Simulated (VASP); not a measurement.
# K (Pm-3n) in VASP: single point with LDA

Aim: the single point of K with LDA.

All numbers are computed with VASP 6.6.1; they aren't measurements. Logs are shortened: lines on timing, memory, paths and dates and some standing lists are left out, and cuts for length are marked.

## Step 1: The cell of the first run

The structure is cubic, space group Pm-3n (No. 223). Conventional cell: a = 8.047 Å, b = 8.047 Å, c = 8.047 Å, α = 90.00°, β = 90.00°, γ = 90.00°. K (site symmetry m-3) has 12 K at 4.50 Å within 5.9 Å. K (site symmetry -4m2) has 14 K at 4.02 to 4.93 Å within 5.3 Å.

## Step 2: Single point, LDA

File INCAR:

```
PREC = Accurate
ENCUT = 520
EDIFF = 1E-7
ISMEAR = -1
SIGMA = 0.1
LREAL = False
LASPH = True
NELM = 60
ALGO = Normal
ISIF = 2
LWAVE = False
LCHARG = False
GGA = CA
NBANDS = 46
```

File KPOINTS:

```
Automatic mesh
0
Gamma
  3 3 3
```

File POSCAR:

```
K
1.0
    8.0473538761      0.0000000000      0.0000000000
    0.0000000000      8.0473538761      0.0000000000
    0.0000000000      0.0000000000      8.0473538761
K
8
Direct
    1.0000000000      0.0000000000      1.0000000000
    0.5000000000      0.5000000000      0.5000000000
    0.2500000000      1.0000000000      0.5000000000
    0.7500000000      1.0000000000      0.5000000000
    0.5000000000      0.2500000000      1.0000000000
    0.5000000000      0.7500000000      1.0000000000
    0.0000000000      0.5000000000      0.2500000000
    0.0000000000      0.5000000000      0.7500000000
```

Potentials or basis: VASP PAW LDA potentials, release 64 (K_sv).

The run is started by

```bash
$ cat potpaw_LDA.64/K_sv/POTCAR > POTCAR
$ mpirun -np 1 vasp_std > vasp.out
```

OUTCAR:

```text
PREC = Accurate
   ENCUT = 520
   EDIFF = 1E-7
   ISMEAR = -1
   LREAL = False
   LASPH = True
   NELM = 60
   ISIF = 2
   GGA = CA

 ion  position               nearest neighbor table
   1  0.000  0.000  0.000-
   2  0.500  0.500  0.500-
   3  0.250  0.000  0.500-
   4  0.750  0.000  0.500-
   5  0.500  0.250  0.000-
   6  0.500  0.750  0.000-
   7  0.000  0.500  0.250-
   8  0.000  0.500  0.750-

  LATTYP: Found a simple cubic cell.
 ALAT       =     8.0473538761

  Lattice vectors:

 A1 = (   8.0473538761,   0.0000000000,   0.0000000000)
 A2 = (   0.0000000000,   8.0473538761,   0.0000000000)
 A3 = (   0.0000000000,   0.0000000000,   8.0473538761)

Analysis of symmetry for initial positions (statically):
=====================================================================
 Subroutine PRICEL returns:
 Original cell was already a primitive cell.

 Routine SETGRP: Setting up the symmetry group for a
 simple cubic supercell.

 Subroutine GETGRP returns: Found 48 space group operations
 (whereof 24 operations were pure point group operations)
 out of a pool of 48 trial point group operations.

The static configuration has the point symmetry T_h .
 The point group associated with its full space group is O_h .

Analysis of symmetry for dynamics (positions and initial velocities):
=====================================================================
 Subroutine PRICEL returns:
 Original cell was already a primitive cell.

 Routine SETGRP: Setting up the symmetry group for a
 simple cubic supercell.

 Subroutine GETGRP returns: Found 48 space group operations
 (whereof 24 operations were pure point group operations)
 out of a pool of 48 trial point group operations.

The dynamic configuration has the point symmetry T_h .
 The point group associated with its full space group is O_h .

 Subroutine INISYM returns: Found 48 space group operations
 (whereof 24 operations are pure point group operations),
 and found     1 'primitive' translations

----------------------------------------------------------------------------------------

                                     Primitive cell

  volume of cell :     521.1459

  direct lattice vectors                    reciprocal lattice vectors
     8.047353876  0.000000000  0.000000000     0.124264450  0.000000000  0.000000000
     0.000000000  8.047353876  0.000000000     0.000000000  0.124264450  0.000000000
     0.000000000  0.000000000  8.047353876     0.000000000  0.000000000  0.124264450

  length of vectors
     8.047353876  8.047353876  8.047353876     0.124264450  0.124264450  0.124264450

  position of ions in fractional coordinates (direct lattice)
     0.000000000  0.000000000  0.000000000
     0.500000000  0.500000000  0.500000000
     0.250000000  0.000000000  0.500000000
     0.750000000  0.000000000  0.500000000
     0.500000000  0.250000000  0.000000000
     0.500000000  0.750000000  0.000000000
     0.000000000  0.500000000  0.250000000
     0.000000000  0.500000000  0.750000000

  ion indices of the primitive-cell ions
   primitive index   ion index
                 1           1
                 2           2
                 3           3
                 4           4
                 5           5
                 6           6
                 7           7
                 8           8

----------------------------------------------------------------------------------------

 KPOINTS: Automatic mesh

Automatic generation of k-mesh.
 Grid dimensions read from file:
 generate k-points for:    3    3    3

 Generating k-lattice:

  Cartesian coordinates                     Fractional coordinates (reciprocal lattice)
     0.041421483  0.000000000  0.000000000     0.333333333  0.000000000  0.000000000
     0.000000000  0.041421483  0.000000000     0.000000000  0.333333333  0.000000000
     0.000000000  0.000000000  0.041421483     0.000000000  0.000000000  0.333333333

  Length of vectors
     0.041421483  0.041421483  0.041421483

  Shift w.r.t. Gamma in fractional coordinates (k-lattice)
     0.000000000  0.000000000  0.000000000

 Subroutine IBZKPT returns following result:
 ===========================================

 Found      4 irreducible k-points:

 Following reciprocal coordinates:
            Coordinates               Weight
  0.000000  0.000000  0.000000      1.000000
  0.333333  0.000000  0.000000      6.000000
  0.333333  0.333333  0.000000     12.000000
  0.333333  0.333333  0.333333      8.000000
   k-points           NKPTS =      4   k-points in BZ     NKDIM =      4   number of bands    NBANDS=     46
   number of dos      NEDOS =    301   number of ions     NIONS =      8
   total plane-waves  NPLWV = 216000
   dimension x,y,z NGX =    60 NGY =   60 NGZ =   60
   dimension x,y,z NGXF=   120 NGYF=  120 NGZF=  120
   ions per type =               8
   NGX,Y,Z   is equivalent  to a cutoff of  12.40, 12.40, 12.40 a.u.
   NGXF,Y,Z  is equivalent  to a cutoff of  24.79, 24.79, 24.79 a.u.
 SYSTEM =  unknown system
   PREC   = accura    normal or accurate (medium, high low for compatibility)
   ISTART =      0    job   : 0-new  1-cont  2-samecut
   ICHARG =      2    charge: 1-file 2-atom 10-const
   ISPIN  =      1    spin polarized calculation?
   LNONCOLLINEAR =      F non collinear calculations
   LSORBIT =      F    spin-orbit coupling
   LASPH  =      T    aspherical Exc in radial PAW
   ENCUT  =  520.0 eV  38.22 Ry    6.18 a.u.  14.96 14.96 14.96*2*pi/ulx,y,z
   NELM   =     60;   NELMIN=  2; NELMDL= -5     # of ELM steps
   EDIFF  = 0.1E-06   stopping-criterion for ELM
   LREAL  =      F    real-space projection
   EDIFFG = 0.1E-05   stopping-criterion for IOM
   NSW    =      0    number of steps for IOM
   IBRION =     -1    ionic relax: 0-MD 1-quasi-New 2-CG
   NFREE  =      0    steps in history (QN), initial steepest desc. (CG)
   ISIF   =      2    stress and relaxation
   ISYM   =      2    0-nonsym 1-usesym 2-fastsym
   POTIM  = 0.5000    time-step for ionic-motion
   TEBEG  =    0.0;   TEEND  =   0.0 temperature during run
   PSTRESS=    0.0 pullay stress
   NELECT =      72.0000    total number of electrons
   NUPDOWN=      -1.0000    fix difference up-down
   EMIN   =  10.00;   EMAX   =-10.00  energy-range for DOS
   EFERMI =   0.00;   METHOD = LEGACY
   ISMEAR =    -1;   SIGMA  =   0.10  broadening in eV -4-tet -1-fermi 0-gaus
   EFERMI_NEDOS =   21; number of points for ismear=-14 and -15
   IALGO  =     38    algorithm
   IMIX   =      4    mixing-type and parameters
     AMIX     =   0.40;   BMIX     =  1.00
     AMIX_MAG =   1.60;   BMIX_MAG =  1.00
  volume/ion in A,a.u.               =      65.14       439.61
  Fermi-wavevector in a.u.,A,eV,Ry     =   0.846316  1.599305  9.745184  0.716251
  Thomas-Fermi vector in A             =   1.961644
   LORBIT       =      0    0 simple, 1 ext, 2 COOP (PROOUT), +10 PAW based schemes
   GGA     = CA    functional components
   LHFCALC =     F    Hartree Fock is set to
   AEXX    =    0.0000 exact exchange contribution
   IVDW    =     0    specifies the selected vdW correction
   LEPSILON=     F    determine dielectric tensor
   LRPA    =     F    only Hartree local field effects (RPA)
 non-spin polarized calculation
  energy-cutoff  :      520.00
  volume of cell :      521.15
 maximum number of plane-waves:     14051
 NGX is ok and might be reduce to    60
   NGX = 29   NGY = 29   NGZ = 29

 number of electron      72.0000011 magnetization

 Free energy of the ion-electron system (eV)
  ---------------------------------------------------
  ext. energy  EPLUGINS =         0.00000000
  ---------------------------------------------------
  free energy    TOTEN  =        -9.28097039 eV

  energy without entropy =       -9.03777834  energy(sigma->0) =       -9.15937436

 E-fermi :   0.0258     XC(G=0):  -6.1878

 val. band max:       -0.0420917306   @ k =   0.0000   0.0000   0.0000
 cond. band min:       0.0412792346   @ k =   0.3333   0.3333   0.3333
 fundamental gap:      0.0833709652
 Fermi energy:         0.0257586303

 k-point     1 :       0.0000    0.0000    0.0000
  band No.  band energies     occupation
      1     -31.7972      2.00000
      2     -31.7935      2.00000
      3     -31.7935      2.00000
      4     -31.7858      2.00000
      5     -31.7841      2.00000
      6     -31.7835      2.00000
[... 38 lines left out ...]
     45       1.6994      0.00000
     46       1.7365      0.00000

 k-point     2 :       0.3333    0.0000    0.0000
  band No.  band energies     occupation
      1     -31.7958      2.00000
      2     -31.7940      2.00000
      3     -31.7916      2.00000
      4     -31.7871      2.00000
      5     -31.7847      2.00000
      6     -31.7845      2.00000
[... 38 lines left out ...]
     45       1.8190      0.00000
     46       1.8190      0.00000

 k-point     3 :       0.3333    0.3333    0.0000
  band No.  band energies     occupation
      1     -31.7947      2.00000
      2     -31.7925      2.00000
      3     -31.7912      2.00000
      4     -31.7871      2.00000
      5     -31.7865      2.00000
      6     -31.7848      2.00000
[... 38 lines left out ...]
     45       1.6675      0.00000
     46       1.6848      0.00000

 k-point     4 :       0.3333    0.3333    0.3333
  band No.  band energies     occupation
      1     -31.7926      2.00000
      2     -31.7913      2.00000
      3     -31.7913      2.00000
      4     -31.7870      2.00000
      5     -31.7862      2.00000
      6     -31.7862      2.00000
[... 38 lines left out ...]
     45       2.0832      0.00000
     46       2.2059      0.00000

------------------------ aborting loop because EDIFF is reached ----------------------------------------

  FORCE on cell =-STRESS in cart. coord.  units (eV):
  Direction    XX          YY          ZZ          XY          YZ          ZX
  --------------------------------------------------------------------------------------
  -------------------------------------------------------------------------------------
  Total       -0.0690207     -0.0690207     -0.0690207      0.0000000      0.0000000     -0.0000000
  in kB       -0.2121928     -0.2121928     -0.2121928      0.0000000      0.0000000     -0.0000000
  external PRESSURE =      -0.2121928 kB  Pullay stress =       0.0000000 kB

 VOLUME and BASIS-vectors are now :
 -----------------------------------------------------------------------------
  energy-cutoff  :      520.00
  volume of cell :      521.15
      direct lattice vectors                 reciprocal lattice vectors
     8.047353876  0.000000000  0.000000000     0.124264450  0.000000000  0.000000000
     0.000000000  8.047353876  0.000000000     0.000000000  0.124264450  0.000000000
     0.000000000  0.000000000  8.047353876     0.000000000  0.000000000  0.124264450

 POSITION                                       TOTAL-FORCE (eV/Angst)
 -----------------------------------------------------------------------------------
      0.00000      0.00000      0.00000        -0.000000     -0.000000     -0.000000
      4.02368      4.02368      4.02368        -0.000000     -0.000000     -0.000000
      2.01184      0.00000      4.02368        -0.000000     -0.000000     -0.000000
      6.03552      0.00000      4.02368         0.000000      0.000000      0.000000
      4.02368      2.01184      0.00000        -0.000000     -0.000000      0.000000
      4.02368      6.03552      0.00000        -0.000000      0.000000     -0.000000
      0.00000      4.02368      2.01184         0.000000     -0.000000     -0.000000
      0.00000      4.02368      6.03552        -0.000000     -0.000000     -0.000000
 -----------------------------------------------------------------------------------
    total drift:                                0.000000      0.000000     -0.000000

  FREE ENERGIE OF THE ION-ELECTRON SYSTEM (eV)
  ---------------------------------------------------
  free  energy   TOTEN  =        -9.2809703888 eV

  energy  without entropy=       -9.0377783356  energy(sigma->0) =       -9.15937436
```

It took 59 s on 1 thread of Intel Xeon Platinum 8375C at 2.90GHz (Ice Lake), shared host; peak memory 0.38 GiB.

What came out:

| Quantity | Value |
| --- | --- |
| Free energy | -9.2810 eV |
| Pressure | 0.0 GPa |
| Band gap on the k mesh | zero (band 36 reaches 0.20 eV, above the bottom of band 37 at 0.04 eV) |
